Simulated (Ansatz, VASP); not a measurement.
# AlNi3: VASP beside Ansatz

Contents of INCAR:

```
PREC     = Accurate       # precision mode
ENCUT    = 520            # plane-wave cutoff, eV
EDIFF    = 1E-6           # SCF threshold, eV
ISMEAR   = 0              # smearing method
SIGMA    = 0.15           # smearing width, eV
LREAL    = False          # projectors in reciprocal space
LASPH    = True           # aspherical terms in the spheres
NELM     = 100            # most SCF steps
ALGO     = Fast           # electronic algorithm
ISIF     = 2              # what is computed and relaxed
LWAVE    = False          # write WAVECAR
LCHARG   = False          # write CHGCAR
GGA      = PS             # functional
NBANDS   = 24             # bands
```

KPOINTS

```
regular mesh
0
Gamma
  14 14 14
```

POSCAR

```
AlNi3
1.0
    0.2754850475      2.9125467662      2.9125467662
    2.9125467662      0.2754850475      2.9125467662
    2.9125467662      2.9125467662      0.2754850475
Al Ni
1 3
Direct
    0.5000000000      0.5000000000      0.5000000000
    0.2500000000      0.2500000000      0.2500000000
    0.0000000000      0.0000000000      0.0000000000
    0.7500000000      0.7500000000      0.7500000000
```

Input for Ansatz:

```yaml
crystal:
  lattice:
    - [0.2754850475, 2.9125467662, 2.9125467662]
    - [2.9125467662, 0.2754850475, 2.9125467662]
    - [2.9125467662, 2.9125467662, 0.2754850475]
  atoms:
    - { symbol: Al, position: [0.5, 0.5, 0.5] }
    - { symbol: Ni, position: [0.25, 0.25, 0.25] }
    - { symbol: Ni, position: [0.0, 0.0, 0.0] }
    - { symbol: Ni, position: [0.75, 0.75, 0.75] }
basis:
  ecutwfc: 520.0
kpoints:
  mp_grid: { grid: [14, 14, 14] }
hamiltonian:
  xc: pbesol
  pseudopotentials: { kind: paw, azcp: { folder: soft_1 } }
scf:
  occupations: { method: gaussian, width: 0.15 }
output:
  forces: true
  stress: true
  eigenvalues: true
```

Alike in both runs: task single point; functional PBEsol; k mesh 14 × 14 × 14; occupations gaussian, width 0.15 eV; no spin polarisation.

```csv
,VASP,Ansatz
version,VASP 6.6.1,Ansatz 0.2.0
potentials or method,"VASP PAW PBE potentials, release 64 (Al, Ni), cutoff 520 eV","scalar-relativistic, plane waves, PAW"
valence electrons in the cell,33,57
```

|  | VASP | Ansatz | Ansatz less VASP |
| --- | --- | --- | --- |
| gap on the k mesh at the Fermi level (eV) | none | none | - |
| pressure (GPa) | 11.6 | 11.5 | -0.04 |
| traceless stress, the component that is largest in VASP (GPa) | -12.15 | -12.25 | -0.091 |
| rms of the force components (eV/Å) | 0.049 | 0.055 | +0.0055 |

VASP's potentials were made for PBE, not for PBEsol, and Ansatz warns of the same on its side. Atom by atom the forces differ by 0.006 eV/Å (rms over components). A gap of «none» marks a metal or a gap that the smearing closes. VASP's potentials hold 33 valence electrons a cell and Ansatz's 57, so a difference there can come from the potentials and not from the codes.
